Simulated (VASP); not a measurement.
# Ba (Im-3m) in VASP: a series of runs

The runs below take Ba through single point, with PBEsol, PBE.

All numbers are computed with VASP 6.6.1; they aren't measurements. Logs are shortened: lines on timing, memory, paths and dates and some standing lists are left out, and cuts for length are marked.

## 1. The cell of the first run

The structure is cubic, space group Im-3m (No. 229). Conventional cell: a = 5.013 Å, b = 5.013 Å, c = 5.013 Å, α = 90.00°, β = 90.00°, γ = 90.00°. Within 5.7 Å of Ba (site symmetry m-3m) lie 14 Ba at 4.34 to 5.01 Å.

## 2. Single point, PBEsol

INCAR reads:

```
SYSTEM = Ba
PREC = Accurate
ENCUT = 520
EDIFF = 1E-6
ISMEAR = 0
SIGMA = 0.05
LREAL = .False.
LASPH = .True.
NELM = 80
ALGO = Normal
ISIF = 2
LWAVE = .False.
LCHARG = .True.
GGA = PS
LELF = .True.
LVHAR = .True.
NBANDS = 11
```

KPOINTS reads:

```
Automatic mesh
0
Gamma
  8 8 8
  0 0 0
```

POSCAR reads:

```
Ba
1.0
   -2.5065000000      2.5065000000      2.5065000000
    2.5065000000     -2.5065000000      2.5065000000
    2.5065000000      2.5065000000     -2.5065000000
Ba
1
Direct
    0.0000000000      0.0000000000      0.0000000000
```

Potentials or basis: VASP PAW PBE potentials, release 64 (Ba_sv).

Run with:

```console
> cat potpaw_PBE.64/Ba_sv/POTCAR > POTCAR
> mpirun -np 1 vasp_std > vasp.out
```

OUTCAR:

```text
SYSTEM = Ba
   PREC = Accurate
   ENCUT = 520
   EDIFF = 1E-6
   ISMEAR = 0
   LREAL = .False.
   LASPH = .True.
   NELM = 80
   ISIF = 2
   GGA = PS

 ion  position               nearest neighbor table
   1  0.000  0.000  0.000-

  LATTYP: Found a body centered cubic cell.
 ALAT       =     5.0130000000

  Lattice vectors:

 A1 = (  -2.5065000000,   2.5065000000,   2.5065000000)
 A2 = (   2.5065000000,  -2.5065000000,   2.5065000000)
 A3 = (   2.5065000000,   2.5065000000,  -2.5065000000)

Analysis of symmetry for initial positions (statically):
=====================================================================
 Subroutine PRICEL returns:
 Original cell was already a primitive cell.

 Routine SETGRP: Setting up the symmetry group for a
 body centered cubic supercell.

 Subroutine GETGRP returns: Found 48 space group operations
 (whereof 48 operations were pure point group operations)
 out of a pool of 48 trial point group operations.

The static configuration has the point symmetry O_h .

Analysis of symmetry for dynamics (positions and initial velocities):
=====================================================================
 Subroutine PRICEL returns:
 Original cell was already a primitive cell.

 Routine SETGRP: Setting up the symmetry group for a
 body centered cubic supercell.

 Subroutine GETGRP returns: Found 48 space group operations
 (whereof 48 operations were pure point group operations)
 out of a pool of 48 trial point group operations.

The dynamic configuration has the point symmetry O_h .

 Subroutine INISYM returns: Found 48 space group operations
 (whereof 48 operations are pure point group operations),
 and found     1 'primitive' translations

----------------------------------------------------------------------------------------

                                     Primitive cell

  volume of cell :      62.9888

  direct lattice vectors                    reciprocal lattice vectors
    -2.506500000  2.506500000  2.506500000     0.000000000  0.199481348  0.199481348
     2.506500000 -2.506500000  2.506500000     0.199481348  0.000000000  0.199481348
     2.506500000  2.506500000 -2.506500000     0.199481348  0.199481348  0.000000000

  length of vectors
     4.341385349  4.341385349  4.341385349     0.282109228  0.282109228  0.282109228

  position of ions in fractional coordinates (direct lattice)
     0.000000000  0.000000000  0.000000000
[... 76 lines left out ...]
   EDIFF  = 0.1E-05   stopping-criterion for ELM
   LREAL  =      F    real-space projection
   EDIFFG = 0.1E-04   stopping-criterion for IOM
   NSW    =      0    number of steps for IOM
   IBRION =     -1    ionic relax: 0-MD 1-quasi-New 2-CG
   NFREE  =      0    steps in history (QN), initial steepest desc. (CG)
   ISIF   =      2    stress and relaxation
   ISYM   =      2    0-nonsym 1-usesym 2-fastsym
   POTIM  = 0.5000    time-step for ionic-motion
   TEBEG  =    0.0;   TEEND  =   0.0 temperature during run
   PSTRESS=    0.0 pullay stress
   NELECT =      10.0000    total number of electrons
   NUPDOWN=      -1.0000    fix difference up-down
   EMIN   =  10.00;   EMAX   =-10.00  energy-range for DOS
   EFERMI =   0.00;   METHOD = LEGACY
   ISMEAR =     0;   SIGMA  =   0.05  broadening in eV -4-tet -1-fermi 0-gaus
   EFERMI_NEDOS =   21; number of points for ismear=-14 and -15
   IALGO  =     38    algorithm
   IMIX   =      4    mixing-type and parameters
     AMIX     =   0.40;   BMIX     =  1.00
     AMIX_MAG =   1.60;   BMIX_MAG =  1.00
  volume/ion in A,a.u.               =      62.99       425.07
  Fermi-wavevector in a.u.,A,eV,Ry     =   0.886449  1.675146 10.691349  0.785792
  Thomas-Fermi vector in A             =   2.007617
   LORBIT       =      0    0 simple, 1 ext, 2 COOP (PROOUT), +10 PAW based schemes
   GGA     = PS    functional components
   LHFCALC =     F    Hartree Fock is set to
   AEXX    =    0.0000 exact exchange contribution
   IVDW    =     0    specifies the selected vdW correction
   LEPSILON=     F    determine dielectric tensor
   LRPA    =     F    only Hartree local field effects (RPA)
 non-spin polarized calculation
 Gauss-broadening in eV      SIGMA  =   0.05
  energy-cutoff  :      520.00
  volume of cell :       62.99
 maximum number of plane-waves:      1724
   NGX = 17   NGY = 17   NGZ = 17

 number of electron      10.0000000 magnetization

 number of electron       9.9999999 magnetization

 Free energy of the ion-electron system (eV)
  ---------------------------------------------------
  ext. energy  EPLUGINS =         0.00000000
  ---------------------------------------------------
  free energy    TOTEN  =        -2.14518254 eV

  energy without entropy =       -2.14353752  energy(sigma->0) =       -2.14436003

 E-fermi :   1.4812     XC(G=0):  -7.5067

 val. band max:        1.4625316867   @ k =  -0.3750   0.5000   0.2500
 cond. band min:       1.6451598166   @ k =   0.2500   0.2500   0.1250
 fundamental gap:      0.1826281299
 Fermi energy:         1.4812153334

 k-point     1 :       0.0000    0.0000    0.0000
  band No.  band energies     occupation
      1     -27.3225      2.00000
      2     -12.2530      2.00000
      3     -12.2530      2.00000
      4     -12.2530      2.00000
      5      -1.2318      2.00000
      6       3.3485      0.00000
      7       3.3485      0.00000
      8       3.3485      0.00000
      9       4.7824      0.00000
     10       4.7824      0.00000
     11       8.4771      0.00000
[... 309 lines left out ...]
 k-point    24 :      -0.3750    0.3750    0.2500
  band No.  band energies     occupation
      1     -27.2682      2.00000
      2     -12.6002      2.00000
      3     -12.4682      2.00000
      4     -12.4256      2.00000
      5       1.1871      2.00000
      6       1.7741      0.00000
      7       3.4012      0.00000
      8       3.6264      0.00000
      9       5.0719      0.00000
     10       5.4919      0.00000
     11       8.6725      0.00000

 [... further k-points ...]
[... 5 lines left out ...]
  --------------------------------------------------------------------------------------
  -------------------------------------------------------------------------------------
  Total       -0.2579525     -0.2579525     -0.2579525     -0.0000000     -0.0000000      0.0000000
  in kB       -6.5612597     -6.5612597     -6.5612597     -0.0000000     -0.0000000      0.0000000
  external PRESSURE =      -6.5612597 kB  Pullay stress =       0.0000000 kB

 VOLUME and BASIS-vectors are now :
 -----------------------------------------------------------------------------
  energy-cutoff  :      520.00
  volume of cell :       62.99
      direct lattice vectors                 reciprocal lattice vectors
    -2.506500000  2.506500000  2.506500000     0.000000000  0.199481348  0.199481348
     2.506500000 -2.506500000  2.506500000     0.199481348  0.000000000  0.199481348
     2.506500000  2.506500000 -2.506500000     0.199481348  0.199481348  0.000000000

 POSITION                                       TOTAL-FORCE (eV/Angst)
 -----------------------------------------------------------------------------------
      0.00000      0.00000      0.00000        -0.000000     -0.000000      0.000000
 -----------------------------------------------------------------------------------
    total drift:                                0.000000     -0.000000     -0.000000

  FREE ENERGIE OF THE ION-ELECTRON SYSTEM (eV)
  ---------------------------------------------------
  free  energy   TOTEN  =        -2.1451825402 eV

  energy  without entropy=       -2.1435375232  energy(sigma->0) =       -2.14436003
```

OSZICAR:

```text
N       E                     dE             d eps       ncg     rms          rms(c)
DAV:   1     0.554974051024E+02    0.55497E+02   -0.43412E+03   638   0.757E+02
DAV:   2     0.446641780737E+00   -0.55051E+02   -0.53896E+02   805   0.136E+02
DAV:   3    -0.206776409458E+01   -0.25144E+01   -0.25034E+01   826   0.311E+01
DAV:   4    -0.214359985184E+01   -0.75836E-01   -0.75715E-01   865   0.475E+00
DAV:   5    -0.214582231653E+01   -0.22225E-02   -0.22177E-02   817   0.649E-01    0.159E+00
DAV:   6    -0.214529788287E+01    0.52443E-03   -0.41081E-03   797   0.540E-01    0.935E-01
DAV:   7    -0.214507968332E+01    0.21820E-03   -0.52290E-03   760   0.697E-01    0.427E-02
DAV:   8    -0.214517658035E+01   -0.96897E-04   -0.29213E-04  1008   0.938E-02    0.292E-02
DAV:   9    -0.214518212931E+01   -0.55490E-05   -0.44479E-06   755   0.212E-02    0.393E-03
DAV:  10    -0.214518254023E+01   -0.41092E-06   -0.20083E-06   632   0.897E-03
   1 F= -.21451825E+01 E0= -.21443600E+01  d E =-.164502E-02
```

It took 16 s on 1 thread of Intel Xeon 8259CL, shared host; peak memory 0.18 GiB.

Results:

```
Free energy            : -2.1452 eV
Pressure               : -0.7 GPa
Band gap on the k mesh : zero (band 5 reaches 2.05 eV, above the bottom of band 6 at 1.00 eV)
```

Levels at points of the mesh, in eV from the Fermi level:
| k point | band 1 | band 2 | band 3 | band 4 | band 5 | band 6 | band 7 | band 8 | band 9 | band 10 |
| --- | --- | --- | --- | --- | --- | --- | --- | --- | --- | --- |
| (0.00, 0.00, 0.00) | -28.80 | -13.73 | -13.73 | -13.73 | -2.71 | 1.87 | 1.87 | 1.87 | 3.30 | 3.30 |
| (0.50, 0.00, 0.00) | -28.76 | -14.20 | -13.88 | -13.74 | -0.85 | 0.73 | 1.31 | 3.25 | 3.85 | 5.30 |
| (0.50, 0.50, 0.50) | -28.73 | -14.06 | -14.06 | -14.06 | -0.48 | -0.48 | 4.39 | 4.39 | 4.39 | 4.80 |

Caveat: the PAW data sets were made with another functional, which shifts forces and pressure a little; spin-orbit coupling is left out, which moves the levels of the heavy elements.

## 3. Single point, PBE

INCAR reads:

```
SYSTEM = Ba
  PREC = Accurate
  ENCUT = 520
  EDIFF = 1E-6
  ISMEAR = 0
  SIGMA = 0.1
  LREAL = .False.
  LASPH = .True.
  NELM = 100
  ALGO = Fast
  ISIF = 2
  LWAVE = .False.
  LCHARG = .False.
  GGA = PE
  NBANDS = 11
```

KPOINTS reads:

```
regular mesh
0
Gamma
  8 8 8
  0 0 0
```

POSCAR is that of step 2.

Potentials or basis: VASP PAW PBE potentials, release 64 (Ba_sv).

Run with:

```console
> cat potpaw_PBE.64/Ba_sv/POTCAR > POTCAR
> mpirun -np 1 vasp_std > vasp.out
```

Wall time 21 s (1 thread of Intel Xeon 8259CL, shared host); peak memory 0.18 GiB.

The run converged. Its results:

```
Free energy            : -1.9148 eV
Pressure               : 0.0 GPa
Band gap on the k mesh : zero (band 5 reaches 2.17 eV, above the bottom of band 6 at 1.10 eV)
```

Levels at points of the mesh, in eV from the Fermi level:
```tsv
k point	band 1	band 2	band 3	band 4	band 5	band 6	band 7	band 8	band 9	band 10
(0.00, 0.00, 0.00)	-28.86	-13.81	-13.81	-13.81	-2.72	1.86	1.86	1.86	3.26	3.26
(0.50, 0.00, 0.00)	-28.81	-14.27	-13.95	-13.81	-0.86	0.72	1.28	3.23	3.81	5.25
(0.50, 0.50, 0.50)	-28.78	-14.13	-14.13	-14.13	-0.52	-0.52	4.39	4.39	4.39	4.76
```

Caveat: spin-orbit coupling is left out, which moves the levels of the heavy elements.

## 4. Single point, PBE

INCAR reads:

```
SYSTEM = Ba
PREC = Accurate ; ENCUT = 520
EDIFF = 1E-6 ; ISMEAR = -5
SIGMA = 0.05 ; LREAL = .False.
LASPH = .True. ; NELM = 80
ALGO = Normal ; ISIF = 2
LWAVE = .False. ; LCHARG = .True.
GGA = PE ; LELF = .True.
LVHAR = .True. ; NBANDS = 11
```

KPOINTS is that of step 3.

POSCAR reads:

```
Ba
1.0
    4.3413853500      0.0000000000      0.0000000000
   -1.4471284497      4.0930973611      0.0000000000
   -1.4471284497     -2.0465486799      3.5447262953
Ba
1
Direct
    0.0000000000      0.0000000000      0.0000000000
```

Potentials or basis: VASP PAW PBE potentials, release 64 (Ba_sv).

Run with:

```console
> cat potpaw_PBE.64/Ba_sv/POTCAR > POTCAR
> mpirun -np 1 vasp_std > vasp.out
```

OUTCAR:

```text
SYSTEM = Ba
   PREC = Accurate
   ENCUT = 520
   EDIFF = 1E-6
   ISMEAR = -5
   LREAL = .False.
   LASPH = .True.
   NELM = 80
   ISIF = 2
   GGA = PE

 ion  position               nearest neighbor table
   1  0.000  0.000  0.000-

  LATTYP: Found a body centered cubic cell.
 ALAT       =     5.0130000010

  Lattice vectors:

 A1 = (   4.3413853500,   0.0000000000,   0.0000000000)
 A2 = (  -1.4471284497,   4.0930973611,   0.0000000000)
 A3 = (  -1.4471284497,  -2.0465486799,   3.5447262953)

Analysis of symmetry for initial positions (statically):
=====================================================================
 Subroutine PRICEL returns:
 Original cell was already a primitive cell.

 Routine SETGRP: Setting up the symmetry group for a
 body centered cubic supercell.

 Subroutine GETGRP returns: Found 48 space group operations
 (whereof 48 operations were pure point group operations)
 out of a pool of 48 trial point group operations.

The static configuration has the point symmetry O_h .

Analysis of symmetry for dynamics (positions and initial velocities):
=====================================================================
 Subroutine PRICEL returns:
 Original cell was already a primitive cell.
[... 162 lines left out ...]
 fundamental gap:      0.0324550734
 Fermi energy:         1.5995384541

 k-point     1 :       0.0000    0.0000    0.0000
  band No.  band energies     occupation
      1     -27.2368      2.00000
      2     -12.1860      2.00000
      3     -12.1860      2.00000
      4     -12.1860      2.00000
      5      -1.1053      2.00000
      6       3.4753      0.00000
      7       3.4753      0.00000
      8       3.4753      0.00000
      9       4.8815      0.00000
     10       4.8815      0.00000
     11       8.5809      0.00000
[... 309 lines left out ...]
 k-point    24 :      -0.3750    0.3750    0.2500
  band No.  band energies     occupation
      1     -27.1829      2.00000
      2     -12.5287      2.00000
      3     -12.3983      2.00000
      4     -12.3563      2.00000
      5       1.2977      2.00374
      6       1.8780     -0.03248
      7       3.5217      0.00000
      8       3.7458      0.00000
      9       5.1964      0.00000
     10       5.6028      0.00000
     11       8.7781      0.00000

 [... further k-points ...]
[... 5 lines left out ...]
  --------------------------------------------------------------------------------------
  -------------------------------------------------------------------------------------
  Total        0.0620806      0.0620806      0.0620806      0.0000000      0.0000000      0.0000000
  in kB        1.5790781      1.5790781      1.5790781      0.0000000      0.0000000      0.0000000
  external PRESSURE =       1.5790781 kB  Pullay stress =       0.0000000 kB

 VOLUME and BASIS-vectors are now :
 -----------------------------------------------------------------------------
  energy-cutoff  :      520.00
  volume of cell :       62.99
      direct lattice vectors                 reciprocal lattice vectors
     4.341385350  0.000000000  0.000000000     0.230341220  0.081437919  0.141054614
    -1.447128450  4.093097361  0.000000000     0.000000000  0.244313758  0.141054614
    -1.447128450 -2.046548680  3.544726295     0.000000000  0.000000000  0.282109228

 POSITION                                       TOTAL-FORCE (eV/Angst)
 -----------------------------------------------------------------------------------
      0.00000      0.00000      0.00000         0.000000     -0.000000      0.000000
 -----------------------------------------------------------------------------------
    total drift:                               -0.000000      0.000000      0.000000

  FREE ENERGIE OF THE ION-ELECTRON SYSTEM (eV)
  ---------------------------------------------------
  free  energy   TOTEN  =        -1.9099984137 eV

  energy  without entropy=       -1.9099984137  energy(sigma->0) =       -1.90999841
```

stdout:

```text
POSCAR found type information on POSCAR Ba
 POSCAR found :  1 types and       1 ions
 scaLAPACK will be used
 LDA part: xc-table for (Slater+PW92), standard interpolation
 POSCAR, INCAR and KPOINTS ok, starting setup
 FFT: planning ... GRIDC
 FFT: planning ... GRID_SOFT
 FFT: planning ... GRID
 WAVECAR not read
 entering main loop
 -----------------------------------------------------------------------------
|                                                                             |
|           W    W    AA    RRRRR   N    N  II  N    N   GGGG   !!!           |
|           W    W   A  A   R    R  NN   N  II  NN   N  G    G  !!!           |
|           W    W  A    A  R    R  N N  N  II  N N  N  G       !!!           |
|           W WW W  AAAAAA  RRRRR   N  N N  II  N  N N  G  GGG   !            |
|           WW  WW  A    A  R   R   N   NN  II  N   NN  G    G                |
|           W    W  A    A  R    R  N    N  II  N    N   GGGG   !!!           |
|                                                                             |
|     Tetrahedron method does not include variations of the Fermi             |
|     occupations, so forces and stress will be inaccurate. We suggest        |
|     using a different smearing scheme ISMEAR = 1 or 2 for metals in         |
|     relaxations.                                                            |
|                                                                             |
 -----------------------------------------------------------------------------
```

Run time: 23 s. Hardware: 1 thread of Intel Xeon 8259CL, shared host; peak memory 0.18 GiB.

What came out:

| Property | Result |
| --- | --- |
| Free energy | -1.9100 eV |
| Pressure | 0.2 GPa |
| Band gap on the k mesh | zero (band 5 reaches 2.17 eV, above the bottom of band 6 at 1.10 eV) |

Levels at points of the mesh, in eV from the Fermi level:
```tsv
k point	band 2	band 3	band 4	band 5	band 6	band 7	band 8	band 9
(0.00, 0.00, 0.00)	-13.79	-13.79	-13.79	-2.70	1.88	1.88	1.88	3.28
(0.50, 0.00, 0.00)	-14.25	-13.93	-13.79	-0.84	0.74	1.30	3.25	3.83
(0.50, 0.50, 0.50)	-14.10	-14.10	-14.10	-0.50	-0.50	4.40	4.40	4.40
```

Caveat: spin-orbit coupling is left out, which moves the levels of the heavy elements; tetrahedron occupations give inexact forces and stress in metals.

## 5. The runs side by side

```tsv
level	smearing	gap on the mesh (eV)	pressure (GPa)
PBEsol	gaussian 0.05 eV	none	-0.7
PBE	gaussian 0.1 eV	none	0.0
PBE	tetrahedron	none	0.2
```

Alike in all rows: task single point; potentials or basis VASP PAW PBE potentials, release 64 (Ba_sv); no spin polarisation; cell a = 4.341 Å, angles 109.5°, 1 atom; k mesh 8 × 8 × 8; cutoff (eV) 520.

Caveats: spin-orbit coupling is left out, which moves the levels of the heavy elements; the PAW data sets were made with another functional, which shifts forces and pressure a little (some runs); tetrahedron occupations give inexact forces and stress in metals (some runs).

Total energies depend on the potentials used, so only differences within one code and one set of settings carry meaning.
